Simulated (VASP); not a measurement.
A run of VASP 6.6.1 is set up as follows.

Contents of INCAR:

```
SYSTEM = Hf3Si2O
PREC = Accurate
ENCUT = 520
EDIFF = 1E-6
ISMEAR = 0
SIGMA = 0.1
LREAL = .FALSE.
LASPH = .TRUE.
NELM = 60
ALGO = Normal
ISIF = 2
LWAVE = .FALSE.
LCHARG = .FALSE.
GGA = PE
NBANDS = 31
```

File KPOINTS:

```
regular mesh
0
G
  6 6 4
  0 0 0
```

The input POSCAR:

```
Hf3Si2O
1.0
    3.6174237291      0.0000000000      0.0000000000
   -1.8087118646      3.1327808457      0.0000000000
    0.0000000000      0.0000000000      8.8794672525
Hf Si O
3 2 1
Direct
    0.6666666667      0.3333333333      0.1353369172
    0.3333333333      0.6666666667      0.8646630828
    0.0000000000      0.0000000000      0.5000000000
    0.6666666667      0.3333333333      0.6818684908
    0.3333333333      0.6666666667      0.3181315092
    0.0000000000      0.0000000000      0.0000000000
```

Potentials or basis: VASP PAW PBE potentials, release 64 (Hf_pv, Si, O).

Command:

```bash
$ cat potpaw_PBE.64/Hf_pv/POTCAR potpaw_PBE.64/Si/POTCAR potpaw_PBE.64/O/POTCAR > POTCAR
$ mpirun -np 1 vasp_std > vasp.out
```

Q: Predict the pressure.

A: -0.6 GPa.

Q: Predict the band gap on the k mesh.

A: Zero (bands 22 and 23 overlap by 1.00 eV).

Q: Predict the largest force.

A: 0.065 eV/Å.

Stress tensor (GPa, compression positive):
```
-0.63  0.00  0.00
 0.00 -0.63  0.00
 0.00  0.00 -0.47
```

Caveat: spin-orbit coupling is left out, which moves the levels of the heavy elements.
